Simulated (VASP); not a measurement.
# TiW3 (Im-3m) in VASP: single point with PBE

Aim: the single point of TiW3 with PBE.

All numbers are computed with VASP 6.6.1; they aren't measurements. Logs are shortened: lines on timing, memory, paths and dates and some standing lists are left out, and cuts for length are marked.

## 1. The cell of the first run

It takes space group Im-3m (No. 229, cubic). Conventional cell: a = 5.436 Å, b = 5.436 Å, c = 5.436 Å, α = 90.00°, β = 90.00°, γ = 90.00°. Ti (site symmetry m-3m) has 6 W at 2.72 Å within 3.6 Å. Within 3.6 Å of W (site symmetry 4/mmm) lie 2 Ti at 2.72 Å and 4 W at 2.72 Å.

## 2. Single point, PBE

INCAR reads:

```
SYSTEM = TiW3
  ALGO = Normal
  EDIFF = 1E-6
  ENCUT = 520
  GGA = PE
  ISIF = 2
  ISMEAR = 0
  LASPH = .True.
  LCHARG = .False.
  LREAL = .False.
  LWAVE = .False.
  NBANDS = 35
  NELM = 100
  PREC = Accurate
  SIGMA = 0.1
```

KPOINTS reads:

```
k-points
0
Gamma
  4 4 4
  0 0 0
```

POSCAR reads:

```
TiW3
1.0
   -2.7179982000      2.7179982000      2.7179982000
    2.7179982000     -2.7179982000      2.7179982000
    2.7179982000      2.7179982000     -2.7179982000
Ti W
1 3
Direct
    0.0000000000      0.0000000000      0.0000000000
    0.0000000000      0.5000000000      0.5000000000
    0.5000000000      0.0000000000      0.5000000000
    0.5000000000      0.5000000000      0.0000000000
```

Potentials or basis: VASP PAW PBE potentials, release 64 (Ti_sv, W_sv).

Launch:

```
$ cat potpaw_PBE.64/Ti_sv/POTCAR potpaw_PBE.64/W_sv/POTCAR > POTCAR
$ mpirun -np 1 vasp_std > vasp.out
```

OUTCAR:

```text
SYSTEM = TiW3
   EDIFF = 1E-6
   ENCUT = 520
   GGA = PE
   ISIF = 2
   ISMEAR = 0
   LASPH = .True.
   LREAL = .False.
   NELM = 100
   PREC = Accurate

 ion  position               nearest neighbor table
   1  0.000  0.000  0.000-   2 2.72   3 2.72   4 2.72   2 2.72   3 2.72   4 2.72
   2  0.000  0.500  0.500-   1 2.72   3 2.72   4 2.72   1 2.72   4 2.72   3 2.72
   3  0.500  0.000  0.500-   1 2.72   2 2.72   4 2.72   4 2.72   1 2.72   2 2.72
   4  0.500  0.500  0.000-   1 2.72   2 2.72   3 2.72   3 2.72   2 2.72   1 2.72

  LATTYP: Found a body centered cubic cell.
 ALAT       =     5.4359964000

  Lattice vectors:

 A1 = (  -2.7179982000,   2.7179982000,   2.7179982000)
 A2 = (   2.7179982000,  -2.7179982000,   2.7179982000)
 A3 = (   2.7179982000,   2.7179982000,  -2.7179982000)

Analysis of symmetry for initial positions (statically):
=====================================================================
 Subroutine PRICEL returns:
 Original cell was already a primitive cell.

 Routine SETGRP: Setting up the symmetry group for a
 body centered cubic supercell.

 Subroutine GETGRP returns: Found 48 space group operations
 (whereof 48 operations were pure point group operations)
 out of a pool of 48 trial point group operations.

The static configuration has the point symmetry O_h .

Analysis of symmetry for dynamics (positions and initial velocities):
=====================================================================
 Subroutine PRICEL returns:
 Original cell was already a primitive cell.

 Routine SETGRP: Setting up the symmetry group for a
 body centered cubic supercell.

 Subroutine GETGRP returns: Found 48 space group operations
 (whereof 48 operations were pure point group operations)
 out of a pool of 48 trial point group operations.

The dynamic configuration has the point symmetry O_h .

 Subroutine INISYM returns: Found 48 space group operations
 (whereof 48 operations are pure point group operations),
 and found     1 'primitive' translations

----------------------------------------------------------------------------------------

                                     Primitive cell

  volume of cell :      80.3170

  direct lattice vectors                    reciprocal lattice vectors
    -2.717998200  2.717998200  2.717998200     0.000000000  0.183958915  0.183958915
     2.717998200 -2.717998200  2.717998200     0.183958915  0.000000000  0.183958915
     2.717998200  2.717998200 -2.717998200     0.183958915  0.183958915  0.000000000

  length of vectors
     4.707710977  4.707710977  4.707710977     0.260157193  0.260157193  0.260157193

  position of ions in fractional coordinates (direct lattice)
     0.000000000  0.000000000  0.000000000
     0.000000000  0.500000000  0.500000000
     0.500000000  0.000000000  0.500000000
     0.500000000  0.500000000  0.000000000

  ion indices of the primitive-cell ions
   primitive index   ion index
                 1           1
                 2           2
                 3           3
                 4           4

----------------------------------------------------------------------------------------

 KPOINTS: k-points

Automatic generation of k-mesh.
 Grid dimensions read from file:
 generate k-points for:    4    4    4

 Generating k-lattice:

  Cartesian coordinates                     Fractional coordinates (reciprocal lattice)
     0.000000000  0.045989729  0.045989729     0.250000000  0.000000000  0.000000000
     0.045989729  0.000000000  0.045989729     0.000000000  0.250000000  0.000000000
     0.045989729  0.045989729  0.000000000     0.000000000  0.000000000  0.250000000

  Length of vectors
     0.065039298  0.065039298  0.065039298

  Shift w.r.t. Gamma in fractional coordinates (k-lattice)
     0.000000000  0.000000000  0.000000000

 Subroutine IBZKPT returns following result:
 ===========================================

 Found      8 irreducible k-points:

 Following reciprocal coordinates:
            Coordinates               Weight
  0.000000  0.000000  0.000000      1.000000
  0.250000  0.000000  0.000000     12.000000
  0.500000  0.000000  0.000000      6.000000
  0.250000  0.250000  0.000000     24.000000
  0.250000  0.250000  0.250000      2.000000
 -0.250000  0.250000  0.250000      6.000000
  0.500000  0.500000  0.250000     12.000000
  0.500000  0.500000  0.500000      1.000000
   k-points           NKPTS =      8   k-points in BZ     NKDIM =      8   number of bands    NBANDS=     35
   number of dos      NEDOS =    301   number of ions     NIONS =      4
   total plane-waves  NPLWV =  46656
   dimension x,y,z NGX =    36 NGY =   36 NGZ =   36
   dimension x,y,z NGXF=    72 NGYF=   72 NGZF=   72
   ions per type =               1   3
   NGX,Y,Z   is equivalent  to a cutoff of  12.71, 12.71, 12.71 a.u.
   NGXF,Y,Z  is equivalent  to a cutoff of  25.43, 25.43, 25.43 a.u.
 SYSTEM =  TiW3
   PREC   = accura    normal or accurate (medium, high low for compatibility)
   ISTART =      0    job   : 0-new  1-cont  2-samecut
   ICHARG =      2    charge: 1-file 2-atom 10-const
   ISPIN  =      1    spin polarized calculation?
   LNONCOLLINEAR =      F non collinear calculations
   LSORBIT =      F    spin-orbit coupling
   LASPH  =      T    aspherical Exc in radial PAW
   ENCUT  =  520.0 eV  38.22 Ry    6.18 a.u.   8.75  8.75  8.75*2*pi/ulx,y,z
   NELM   =    100;   NELMIN=  2; NELMDL= -5     # of ELM steps
   EDIFF  = 0.1E-05   stopping-criterion for ELM
   LREAL  =      F    real-space projection
   EDIFFG = 0.1E-04   stopping-criterion for IOM
   NSW    =      0    number of steps for IOM
   IBRION =     -1    ionic relax: 0-MD 1-quasi-New 2-CG
   NFREE  =      0    steps in history (QN), initial steepest desc. (CG)
   ISIF   =      2    stress and relaxation
   ISYM   =      2    0-nonsym 1-usesym 2-fastsym
   POTIM  = 0.5000    time-step for ionic-motion
   TEBEG  =    0.0;   TEEND  =   0.0 temperature during run
   PSTRESS=    0.0 pullay stress
   NELECT =      54.0000    total number of electrons
   NUPDOWN=      -1.0000    fix difference up-down
   EMIN   =  10.00;   EMAX   =-10.00  energy-range for DOS
   EFERMI =   0.00;   METHOD = LEGACY
   ISMEAR =     0;   SIGMA  =   0.10  broadening in eV -4-tet -1-fermi 0-gaus
   EFERMI_NEDOS =   21; number of points for ismear=-14 and -15
   IALGO  =     38    algorithm
   IMIX   =      4    mixing-type and parameters
     AMIX     =   0.40;   BMIX     =  1.00
     AMIX_MAG =   1.60;   BMIX_MAG =  1.00
  volume/ion in A,a.u.               =      20.08       135.50
  Fermi-wavevector in a.u.,A,eV,Ry     =   1.434180  2.710207 27.985437  2.056872
  Thomas-Fermi vector in A             =   2.553617
   LORBIT       =      0    0 simple, 1 ext, 2 COOP (PROOUT), +10 PAW based schemes
   GGA     = PE    functional components
   LHFCALC =     F    Hartree Fock is set to
   AEXX    =    0.0000 exact exchange contribution
   IVDW    =     0    specifies the selected vdW correction
   LEPSILON=     F    determine dielectric tensor
   LRPA    =     F    only Hartree local field effects (RPA)
 non-spin polarized calculation
 Gauss-broadening in eV      SIGMA  =   0.10
  energy-cutoff  :      520.00
  volume of cell :       80.32
 maximum number of plane-waves:      2214
 NGX is ok and might be reduce to    36
   NGX = 17   NGY = 17   NGZ = 17

 number of electron      54.0000012 magnetization

 Free energy of the ion-electron system (eV)
  ---------------------------------------------------
  ext. energy  EPLUGINS =         0.00000000
  ---------------------------------------------------
  free energy    TOTEN  =       -41.61867605 eV

  energy without entropy =      -41.60635554  energy(sigma->0) =      -41.61251579

 E-fermi :   7.6588     XC(G=0): -11.8489

 val. band max:        7.6485384460   @ k =  -0.2500   0.2500   0.2500
 cond. band min:       7.7635714780   @ k =   0.2500   0.2500   0.0000
 fundamental gap:      0.1150330320
 Fermi energy:         7.6587645160

 k-point     1 :       0.0000    0.0000    0.0000
  band No.  band energies     occupation
      1     -66.2821      2.00000
      2     -66.1857      2.00000
      3     -66.1857      2.00000
      4     -49.1713      2.00000
      5     -30.8286      2.00000
      6     -30.8286      2.00000
[... 27 lines left out ...]
     34      11.6863      0.00000
     35      12.0951      0.00000

 k-point     2 :       0.2500    0.0000    0.0000
  band No.  band energies     occupation
      1     -66.2697      2.00000
      2     -66.1980      2.00000
      3     -66.1860      2.00000
      4     -49.1717      2.00000
      5     -30.8300      2.00000
      6     -30.7060      2.00000
[... 27 lines left out ...]
     34      10.5451      0.00000
     35      10.9461      0.00000

 k-point     3 :       0.5000    0.0000    0.0000
  band No.  band energies     occupation
      1     -66.2497      2.00000
      2     -66.2180      2.00000
      3     -66.1861      2.00000
      4     -49.1721      2.00000
      5     -30.8314      2.00000
      6     -30.4916      2.00000
[... 27 lines left out ...]
     34       9.6568      0.00000
     35      10.1490      0.00000

 k-point     4 :       0.2500    0.2500    0.0000
  band No.  band energies     occupation
      1     -66.2497      2.00000
      2     -66.2177      2.00000
      3     -66.1863      2.00000
      4     -49.1721      2.00000
      5     -30.7105      2.00000
      6     -30.7056      2.00000
[... 27 lines left out ...]
     34       9.9959      0.00000
     35      10.0202      0.00000

 k-point     5 :       0.2500    0.2500    0.2500
  band No.  band energies     occupation
      1     -66.2180      2.00000
      2     -66.2180      2.00000
      3     -66.2180      2.00000
      4     -49.1726      2.00000
      5     -30.4735      2.00000
      6     -30.4438      2.00000
[... 27 lines left out ...]
     34       8.9239      0.00000
     35       8.9239      0.00000

 k-point     6 :      -0.2500    0.2500    0.2500
  band No.  band energies     occupation
      1     -66.2630      2.00000
      2     -66.2175      2.00000
      3     -66.1732      2.00000
      4     -49.1717      2.00000
      5     -30.8367      2.00000
      6     -30.8367      2.00000
[... 27 lines left out ...]
     34      10.5955      0.00000
     35      10.5955      0.00000

 k-point     7 :       0.5000    0.5000    0.2500
  band No.  band energies     occupation
      1     -66.2494      2.00000
      2     -66.2372      2.00000
      3     -66.1670      2.00000
      4     -49.1717      2.00000
      5     -30.8432      2.00000
      6     -30.7279      2.00000
[... 27 lines left out ...]
     34      10.8672      0.00000
     35      11.0009      0.00000

 k-point     8 :       0.5000    0.5000    0.5000
  band No.  band energies     occupation
      1     -66.2492      2.00000
      2     -66.2492      2.00000
      3     -66.1551      2.00000
      4     -49.1712      2.00000
      5     -30.8544      2.00000
      6     -30.8544      2.00000
[... 27 lines left out ...]
     34       9.1300      0.00000
     35      11.9395      0.00000

------------------------ aborting loop because EDIFF is reached ----------------------------------------

  FORCE on cell =-STRESS in cart. coord.  units (eV):
  Direction    XX          YY          ZZ          XY          YZ          ZX
  --------------------------------------------------------------------------------------
  -------------------------------------------------------------------------------------
  Total       -7.0525971     -7.0525971     -7.0525971     -0.0000000      0.0000000     -0.0000000
  in kB     -140.6864173   -140.6864173   -140.6864173     -0.0000000      0.0000000     -0.0000000
  external PRESSURE =    -140.6864173 kB  Pullay stress =       0.0000000 kB

 VOLUME and BASIS-vectors are now :
 -----------------------------------------------------------------------------
  energy-cutoff  :      520.00
  volume of cell :       80.32
      direct lattice vectors                 reciprocal lattice vectors
    -2.717998200  2.717998200  2.717998200     0.000000000  0.183958915  0.183958915
     2.717998200 -2.717998200  2.717998200     0.183958915  0.000000000  0.183958915
     2.717998200  2.717998200 -2.717998200     0.183958915  0.183958915  0.000000000

 POSITION                                       TOTAL-FORCE (eV/Angst)
 -----------------------------------------------------------------------------------
      0.00000      0.00000      0.00000         0.000000     -0.000000     -0.000000
      2.71800      0.00000      0.00000        -0.000000     -0.000000      0.000000
      0.00000      2.71800      0.00000         0.000000      0.000000     -0.000000
      0.00000      0.00000      2.71800        -0.000000      0.000000      0.000000
 -----------------------------------------------------------------------------------
    total drift:                                0.000000      0.000000     -0.000000

  FREE ENERGIE OF THE ION-ELECTRON SYSTEM (eV)
  ---------------------------------------------------
  free  energy   TOTEN  =       -41.6186760454 eV

  energy  without entropy=      -41.6063555373  energy(sigma->0) =      -41.61251579
```

Run time: 29 s. Hardware: 1 thread of AMD EPYC 7R13 (Zen 3), shared host; peak memory 0.18 GiB.

What came out:

```yaml
Free_energy: -41.6187 eV
Pressure: -14.1 GPa
Band_gap_on_the_k_mesh: zero (band 27 reaches 9.44 eV, above the bottom of band 28 at 6.89 eV)
```

Caveat: the k points lie up to 0.41 Å⁻¹ apart; spin-orbit coupling is left out, which moves the levels of the heavy elements.
